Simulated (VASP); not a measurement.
# TiH in VASP: notebook

The runs below take TiH through single point, with PBEsol.

All numbers are computed with VASP 6.6.1; they aren't measurements. Logs are shortened: lines on timing, memory, paths and dates and some standing lists are left out, and cuts for length are marked.

## (1) The cell of the first run

The structure is tetragonal, space group I4/mmm (No. 139). The conventional cell has a = 2.955 Å, b = 2.955 Å, c = 4.305 Å, α = 90.00°, β = 90.00°, γ = 90.00°. Ti (site symmetry 4/mmm) has 6 H at 2.09 to 2.15 Å within 2.8 Å. H (site symmetry 4/mmm) has 6 Ti at 2.09 to 2.15 Å within 2.8 Å.

## (2) Single point, PBEsol (strain +0.000 along x and y, +0.030 along z)

INCAR

```
SYSTEM = TiH
PREC = Accurate
ENCUT = 520
EDIFF = 1E-7
ISMEAR = 0
SIGMA = 0.15
LREAL = .False.
LASPH = .True.
NELM = 100
ALGO = Fast
ISIF = 2
LWAVE = .False.
LCHARG = .True.
GGA = PS
LELF = .True.
LVHAR = .True.
NBANDS = 14
```

KPOINTS

```
Automatic mesh
0
Gamma
  20 20 20
  0 0 0
```

POSCAR

```
TiH
1.0
    0.0000000000      2.0896972200      2.1523881366
    2.0896972200      0.0000000000      2.1523881366
    2.0896972200      2.0896972200      0.0000000000
Ti H
1 1
Direct
    0.0000000000      0.0000000000      0.0000000000
    0.5000000000      0.5000000000      0.5000000000
```

Potentials or basis: VASP PAW PBE potentials, release 64 (Ti_sv, H).

Run with:

```sh
$ cat potpaw_PBE.64/Ti_sv/POTCAR potpaw_PBE.64/H/POTCAR > POTCAR
$ mpirun -np 1 vasp_std > vasp.out
```

OUTCAR:

```text
SYSTEM = TiH
   PREC = Accurate
   ENCUT = 520
   EDIFF = 1E-7
   ISMEAR = 0
   LREAL = .False.
   LASPH = .True.
   NELM = 100
   ISIF = 2
   GGA = PS

 ion  position               nearest neighbor table
   1  0.000  0.000  0.000-
   2  0.500  0.500  0.500-

  LATTYP: Found a body centered tetragonal cell.
 ALAT       =     2.9552781498
 C/A-ratio  =     1.4566399692

  Lattice vectors:

 A1 = (  -2.0896972200,   0.0000000000,   2.1523881366)
 A2 = (   2.0896972200,   0.0000000000,   2.1523881366)
 A3 = (   0.0000000000,   2.0896972200,  -2.1523881366)

Analysis of symmetry for initial positions (statically):
=====================================================================
 Subroutine PRICEL returns:
 Original cell was already a primitive cell.

 Routine SETGRP: Setting up the symmetry group for a
 body centered tetragonal supercell.

 Subroutine GETGRP returns: Found 16 space group operations
 (whereof 16 operations were pure point group operations)
 out of a pool of 16 trial point group operations.

The static configuration has the point symmetry D_4h.

Analysis of symmetry for dynamics (positions and initial velocities):
=====================================================================
 Subroutine PRICEL returns:
 Original cell was already a primitive cell.

 Routine SETGRP: Setting up the symmetry group for a
 body centered tetragonal supercell.

 Subroutine GETGRP returns: Found 16 space group operations
 (whereof 16 operations were pure point group operations)
 out of a pool of 16 trial point group operations.

The dynamic configuration has the point symmetry D_4h.

 Subroutine INISYM returns: Found 16 space group operations
 (whereof 16 operations are pure point group operations),
 and found     1 'primitive' translations

----------------------------------------------------------------------------------------

                                     Primitive cell

  volume of cell :      18.7982

  direct lattice vectors                    reciprocal lattice vectors
     0.000000000  2.089697220  2.152388137    -0.239269113  0.239269113  0.232300110
     2.089697220  0.000000000  2.152388137     0.239269113 -0.239269113  0.232300110
     2.089697220  2.089697220  0.000000000     0.239269113  0.239269113 -0.232300110

  length of vectors
     2.999934860  2.999934860  2.955278150     0.410442149  0.410442149  0.410442149

  position of ions in fractional coordinates (direct lattice)
     0.000000000  0.000000000  0.000000000
[... 88 lines left out ...]
   PSTRESS=    0.0 pullay stress
   NELECT =      13.0000    total number of electrons
   NUPDOWN=      -1.0000    fix difference up-down
   EMIN   =  10.00;   EMAX   =-10.00  energy-range for DOS
   EFERMI =   0.00;   METHOD = LEGACY
   ISMEAR =     0;   SIGMA  =   0.15  broadening in eV -4-tet -1-fermi 0-gaus
   EFERMI_NEDOS =   21; number of points for ismear=-14 and -15
   IALGO  =     68    algorithm
   IMIX   =      4    mixing-type and parameters
     AMIX     =   0.40;   BMIX     =  1.00
     AMIX_MAG =   1.60;   BMIX_MAG =  1.00
  volume/ion in A,a.u.               =       9.40        63.43
  Fermi-wavevector in a.u.,A,eV,Ry     =   1.447716  2.735787 28.516218  2.095883
  Thomas-Fermi vector in A             =   2.565640
   LORBIT       =      0    0 simple, 1 ext, 2 COOP (PROOUT), +10 PAW based schemes
   GGA     = PS    functional components
   LHFCALC =     F    Hartree Fock is set to
   AEXX    =    0.0000 exact exchange contribution
   IVDW    =     0    specifies the selected vdW correction
   LEPSILON=     F    determine dielectric tensor
   LRPA    =     F    only Hartree local field effects (RPA)
 non-spin polarized calculation
 RMM-DIIS sequential band-by-band and
 Gauss-broadening in eV      SIGMA  =   0.15
  energy-cutoff  :      520.00
  volume of cell :       18.80
 maximum number of plane-waves:       533
   NGX = 11   NGY = 11   NGZ = 11

 number of electron      13.0000001 magnetization

 Free energy of the ion-electron system (eV)
  ---------------------------------------------------
  ext. energy  EPLUGINS =         0.00000000
  ---------------------------------------------------
  free energy    TOTEN  =       -12.41158782 eV

  energy without entropy =      -12.38938291  energy(sigma->0) =      -12.40048537

 E-fermi :   8.3486     XC(G=0): -11.9127

 val. band max:        8.3476315764   @ k =   0.4000   0.0500   0.2000
 cond. band min:       8.3491787111   @ k =  -0.3000   0.1500   0.0500
 fundamental gap:      0.0015471346
 Fermi energy:         8.3485768022

 k-point     1 :       0.0000    0.0000    0.0000
  band No.  band energies     occupation
      1     -48.1844      2.00000
      2     -24.2485      2.00000
      3     -24.2485      2.00000
      4     -24.2387      2.00000
      5      -0.9924      2.00000
      6       8.8611      0.00000
      7       9.1050      0.00000
      8       9.1050      0.00000
      9      10.3086      0.00000
     10      10.5563      0.00000
     11      18.7519      0.00000
     12      22.7703      0.00000
     13      24.0154      0.00000
     14      24.4948      0.00000
[... 377 lines left out ...]
      1     -48.1026      2.00000
      2     -24.7287      2.00000
      3     -24.3223      2.00000
      4     -24.2934      2.00000
      5       2.1215      2.00000
      6       6.5213      2.00000
      7       8.6580      0.00353
      8       8.9454      0.00000
      9      10.9720      0.00000
     10      11.3128      0.00000
     11      14.9164      0.00000
     12      19.0059      0.00000
     13      24.6337      0.00000
     14      27.0742      0.00000

 [... further k-points ...]

------------------------ aborting loop because EDIFF is reached ----------------------------------------

  FORCE on cell =-STRESS in cart. coord.  units (eV):
  Direction    XX          YY          ZZ          XY          YZ          ZX
  --------------------------------------------------------------------------------------
  -------------------------------------------------------------------------------------
  Total       -0.8901495     -0.8901495     -0.8829538      0.0000000      0.0000000      0.0000000
  in kB      -75.8675805    -75.8675805    -75.2542833      0.0000000      0.0000000      0.0000000
  external PRESSURE =     -75.6631481 kB  Pullay stress =       0.0000000 kB

 VOLUME and BASIS-vectors are now :
 -----------------------------------------------------------------------------
  energy-cutoff  :      520.00
  volume of cell :       18.80
      direct lattice vectors                 reciprocal lattice vectors
     0.000000000  2.089697220  2.152388137    -0.239269113  0.239269113  0.232300110
     2.089697220  0.000000000  2.152388137     0.239269113 -0.239269113  0.232300110
     2.089697220  2.089697220  0.000000000     0.239269113  0.239269113 -0.232300110

 POSITION                                       TOTAL-FORCE (eV/Angst)
 -----------------------------------------------------------------------------------
      0.00000      0.00000      0.00000         0.000000     -0.000000      0.000000
      2.08970      2.08970      2.15239        -0.000000      0.000000      0.000000
 -----------------------------------------------------------------------------------
    total drift:                                0.000000     -0.000000     -0.000000

  FREE ENERGIE OF THE ION-ELECTRON SYSTEM (eV)
  ---------------------------------------------------
  free  energy   TOTEN  =       -12.4115878246 eV

  energy  without entropy=      -12.3893829067  energy(sigma->0) =      -12.40048537
```

OSZICAR:

```text
N       E                     dE             d eps       ncg     rms          rms(c)
DAV:   1     0.940295879338E+02    0.94030E+02   -0.64442E+03 17988   0.105E+03
DAV:   2    -0.942378813022E+01   -0.10345E+03   -0.99554E+02 18710   0.293E+02
DAV:   3    -0.140080318178E+02   -0.45842E+01   -0.45305E+01 23868   0.617E+01
[... 10 lines left out ...]
RMM:  14    -0.124115810545E+02   -0.14308E-04   -0.10270E-04 26986   0.826E-02    0.517E-03
RMM:  15    -0.124115854291E+02   -0.43746E-05   -0.36332E-05 27351   0.313E-02    0.796E-03
RMM:  16    -0.124115869869E+02   -0.15578E-05   -0.10860E-05 25537   0.197E-02    0.490E-03
RMM:  17    -0.124115875248E+02   -0.53790E-06   -0.39303E-06 23320   0.113E-02    0.422E-03
RMM:  18    -0.124115878495E+02   -0.32477E-06   -0.16098E-06 23449   0.101E-02    0.295E-04
RMM:  19    -0.124115878246E+02    0.24928E-07   -0.58500E-07 19332   0.440E-03
   1 F= -.12411588E+02 E0= -.12400485E+02  d E =-.222049E-01
```

stdout:

```text
POSCAR found type information on POSCAR TiH
 POSCAR found :  2 types and       2 ions
 scaLAPACK will be used
 -----------------------------------------------------------------------------
|                                                                             |
[... 36 lines left out ...]
WARNING in EDDRMM: call to ZHEGV failed, returncode =   6  3     13
WARNING in EDDRMM: call to ZHEGV failed, returncode =   6  3      8
WARNING in EDDRMM: call to ZHEGV failed, returncode =   6  3      9
WARNING in EDDRMM: call to ZHEGV failed, returncode =   8  4     14
 num prob WARNING in EDDRMM: call to ZHEGV failed, returncode =   8  4     12
 num prob  num prob  num prob WARNING in EDDRMM: call to ZHEGV failed, returncode =   6  3      6
 num prob  num prob WARNING in EDDRMM: call to ZHEGV failed, returncode =   6  3      6
WARNING in EDDRMM: call to ZHEGV failed, returncode =   6  3     10
```

It took 78 s on 1 thread of Intel Xeon 6975P-C (Granite Rapids), shared host; peak memory 0.28 GiB.

What came out:

* Free energy: -12.4116 eV
* Pressure: -7.6 GPa
* Band gap on the k mesh: zero (an odd number of electrons rules out a gap without spin polarisation)

Caveat: the cell differs from its parent crystal (strain +0.000 along x and y, +0.030 along z); the cell stands under tension; the PAW data sets were made with another functional, which shifts forces and pressure a little.

## (3) Single point, PBEsol (strain -0.030 along x and y, -0.030 along z)

INCAR

```
SYSTEM = TiH
PREC = Accurate ; ENCUT = 520
EDIFF = 1E-6 ; ISMEAR = 0
SIGMA = 0.15 ; LREAL = .FALSE.
LASPH = .TRUE. ; NELM = 100
ALGO = Normal ; ISIF = 2
LWAVE = .FALSE. ; LCHARG = .TRUE.
GGA = PS ; LELF = .TRUE.
LVHAR = .TRUE. ; NBANDS = 14
```

KPOINTS

```
Automatic mesh
0
G
  20 20 20
  0 0 0
```

POSCAR

```
TiH
1.0
    0.0000000000      2.0270063034      2.0270063034
    2.0270063034      0.0000000000      2.0270063034
    2.0270063034      2.0270063034      0.0000000000
Ti H
1 1
Direct
    0.0000000000      0.0000000000      0.0000000000
    0.5000000000      0.5000000000      0.5000000000
```

Potentials or basis: VASP PAW PBE potentials, release 64 (Ti_sv, H).

Run with:

```sh
$ cat potpaw_PBE.64/Ti_sv/POTCAR potpaw_PBE.64/H/POTCAR > POTCAR
$ mpirun -np 1 vasp_std > vasp.out
```

OUTCAR:

```text
SYSTEM = TiH
   PREC = Accurate
   ENCUT = 520
   EDIFF = 1E-6
   ISMEAR = 0
   LREAL = .FALSE.
   LASPH = .TRUE.
   NELM = 100
   ISIF = 2
   GGA = PS

 ion  position               nearest neighbor table
   1  0.000  0.000  0.000-
   2  0.500  0.500  0.500-

  LATTYP: Found a face centered cubic cell.
 ALAT       =     4.0540126068

  Lattice vectors:

 A1 = (   0.0000000000,   2.0270063034,   2.0270063034)
 A2 = (   2.0270063034,   0.0000000000,   2.0270063034)
 A3 = (   2.0270063034,   2.0270063034,   0.0000000000)

Analysis of symmetry for initial positions (statically):
=====================================================================
 Subroutine PRICEL returns:
 Original cell was already a primitive cell.

 Routine SETGRP: Setting up the symmetry group for a
 face centered cubic supercell.

 Subroutine GETGRP returns: Found 48 space group operations
 (whereof 48 operations were pure point group operations)
 out of a pool of 48 trial point group operations.

The static configuration has the point symmetry O_h .
[... 172 lines left out ...]
      2     -22.5783      2.00000
      3     -22.5783      2.00000
      4     -22.5783      2.00000
      5      -0.2098      2.00000
      6      10.4020      0.00000
      7      10.4020      0.00000
      8      10.4020      0.00000
      9      12.0851      0.00000
     10      12.0851      0.00000
     11      21.2730      0.00000
     12      24.7318      0.00000
     13      26.7365      0.00000
     14      26.7365      0.00000
[... 377 lines left out ...]
      1     -46.5165      2.00000
      2     -23.2967      2.00000
      3     -22.6850      2.00000
      4     -22.6571      2.00000
      5       3.1826      2.00000
      6       7.6504      2.00000
      7      10.1069      0.00009
      8      10.1830      0.00000
      9      12.7217      0.00000
     10      13.0992      0.00000
     11      17.1684      0.00000
     12      21.5234      0.00000
     13      27.7477      0.00000
     14      29.8388      0.00000

 [... further k-points ...]

------------------------ aborting loop because EDIFF is reached ----------------------------------------

  FORCE on cell =-STRESS in cart. coord.  units (eV):
  Direction    XX          YY          ZZ          XY          YZ          ZX
  --------------------------------------------------------------------------------------
  -------------------------------------------------------------------------------------
  Total        1.1353303      1.1353303      1.1353303     -0.0000000     -0.0000000      0.0000000
  in kB      109.2037456    109.2037456    109.2037456     -0.0000000     -0.0000000      0.0000000
  external PRESSURE =     109.2037456 kB  Pullay stress =       0.0000000 kB

 VOLUME and BASIS-vectors are now :
 -----------------------------------------------------------------------------
  energy-cutoff  :      520.00
  volume of cell :       16.66
      direct lattice vectors                 reciprocal lattice vectors
     0.000000000  2.027006303  2.027006303    -0.246669189  0.246669189  0.246669189
     2.027006303  0.000000000  2.027006303     0.246669189 -0.246669189  0.246669189
     2.027006303  2.027006303  0.000000000     0.246669189  0.246669189 -0.246669189

 POSITION                                       TOTAL-FORCE (eV/Angst)
 -----------------------------------------------------------------------------------
      0.00000      0.00000      0.00000         0.000000      0.000000     -0.000000
      2.02701      2.02701      2.02701        -0.000000     -0.000000      0.000000
 -----------------------------------------------------------------------------------
    total drift:                                0.000000     -0.000000     -0.000000

  FREE ENERGIE OF THE ION-ELECTRON SYSTEM (eV)
  ---------------------------------------------------
  free  energy   TOTEN  =       -12.3983227667 eV

  energy  without entropy=      -12.3781336944  energy(sigma->0) =      -12.38822823
```

OSZICAR:

```text
N       E                     dE             d eps       ncg     rms          rms(c)
DAV:   1     0.914425204854E+02    0.91443E+02   -0.64640E+03  7202   0.108E+03
DAV:   2    -0.958774223691E+01   -0.10103E+03   -0.97224E+02  7546   0.292E+02
DAV:   3    -0.138232415864E+02   -0.42355E+01   -0.41856E+01  9122   0.604E+01
DAV:   4    -0.139059693447E+02   -0.82728E-01   -0.82611E-01  8196   0.768E+00
DAV:   5    -0.139077723065E+02   -0.18030E-02   -0.18028E-02  8390   0.102E+00    0.124E+01
DAV:   6    -0.124298217210E+02    0.14780E+01   -0.18284E+00  8104   0.234E+01    0.309E+00
DAV:   7    -0.123928444098E+02    0.36977E-01   -0.16132E-01  8828   0.386E+00    0.146E+00
DAV:   8    -0.123981000084E+02   -0.52556E-02   -0.45127E-02  7384   0.265E+00    0.331E-01
DAV:   9    -0.123983003396E+02   -0.20033E-03   -0.49380E-03  8800   0.822E-01    0.143E-01
DAV:  10    -0.123983284373E+02   -0.28098E-04   -0.19942E-04  7450   0.193E-01    0.774E-02
DAV:  11    -0.123983228914E+02    0.55458E-05   -0.83016E-05  7684   0.103E-01    0.147E-02
DAV:  12    -0.123983227667E+02    0.12472E-06   -0.48087E-06  8170   0.227E-02
   1 F= -.12398323E+02 E0= -.12388228E+02  d E =-.201891E-01
```

stdout:

```text
POSCAR found type information on POSCAR TiH
 POSCAR found :  2 types and       2 ions
 scaLAPACK will be used
 -----------------------------------------------------------------------------
|                                                                             |
|                                                                             |
|     You enforced a specific xc type in the INCAR file but a different       |
|     I HOPE YOU KNOW WHAT YOU ARE DOING!                                     |
|                                                                             |
 -----------------------------------------------------------------------------

 LDA part: xc-table for (Slater+PW92), standard interpolation
 POSCAR, INCAR and KPOINTS ok, starting setup
 FFT: planning ... GRIDC
 FFT: planning ... GRID_SOFT
 FFT: planning ... GRID
 WAVECAR not read
 entering main loop
```

Wall time 16 s (1 thread of Intel Xeon 6975P-C (Granite Rapids), shared host); peak memory 0.18 GiB.

Results:

```
Free energy            : -12.3983 eV
Pressure               : 10.9 GPa
Band gap on the k mesh : zero (an odd number of electrons rules out a gap without spin polarisation)
```

Levels at points of the mesh, in eV from the Fermi level:
```
           k point  band 3  band 4  band 5  band 6  band 7  band 8  band 9  band 10
(0.00, 0.00, 0.00)  -32.27  -32.27   -9.90    0.71    0.71    0.71    2.39     2.39
(0.50, 0.00, 0.00)  -32.37  -32.37   -5.10   -3.38    0.25    0.25    3.68     3.68
(0.50, 0.50, 0.00)  -32.56  -32.56   -7.31   -2.13    1.96    3.59    4.08     4.08
```

Caveat: the cell differs from its parent crystal (strain -0.030 along x and y, -0.030 along z); the cell stands under pressure; the PAW data sets were made with another functional, which shifts forces and pressure a little.

## (4) Single point, PBEsol (strain +0.030 along x and y, +0.030 along z)

INCAR

```
SYSTEM = TiH
ALGO = Normal ; EDIFF = 1E-6
ENCUT = 520 ; GGA = PS
ISIF = 2 ; ISMEAR = 0
LASPH = .True. ; LCHARG = .False.
LREAL = .False. ; LWAVE = .False.
NBANDS = 14 ; NELM = 100
PREC = Accurate ; SIGMA = 0.15
```

KPOINTS

```
k-points
0
Gamma
  20 20 20
  0 0 0
```

POSCAR

```
TiH
1.0
    0.0000000000      2.1523881366      2.1523881366
    2.1523881366      0.0000000000      2.1523881366
    2.1523881366      2.1523881366      0.0000000000
Ti H
1 1
Direct
    0.0000000000      0.0000000000      0.0000000000
    0.5000000000      0.5000000000      0.5000000000
```

Run with:

```sh
$ cat potpaw_PBE.64/Ti_sv/POTCAR potpaw_PBE.64/H/POTCAR > POTCAR
$ mpirun -np 1 vasp_std > vasp.out
```

Run time: 17 s. Hardware: 1 thread of Intel Xeon 6975P-C (Granite Rapids), shared host; peak memory 0.19 GiB.

Results (log left out):

- Free energy: -12.3347 eV
- Pressure: -13.9 GPa
- Band gap on the k mesh: zero (an odd number of electrons rules out a gap without spin polarisation)

Levels at points of the mesh, in eV from the Fermi level:
| k point | band 3 | band 4 | band 5 | band 6 | band 7 | band 8 | band 9 | band 10 |
| --- | --- | --- | --- | --- | --- | --- | --- | --- |
| (0.00, 0.00, 0.00) | -32.75 | -32.75 | -9.06 | 0.64 | 0.64 | 0.64 | 1.95 | 1.95 |
| (0.50, 0.00, 0.00) | -32.80 | -32.80 | -4.90 | -2.91 | 0.29 | 0.29 | 2.95 | 2.95 |
| (0.50, 0.50, 0.00) | -32.91 | -32.91 | -6.31 | -1.62 | 1.33 | 2.88 | 3.26 | 3.26 |

Caveat: the cell differs from its parent crystal (strain +0.030 along x and y, +0.030 along z); the cell stands under tension; the PAW data sets were made with another functional, which shifts forces and pressure a little.

[end of part 1 of 2]
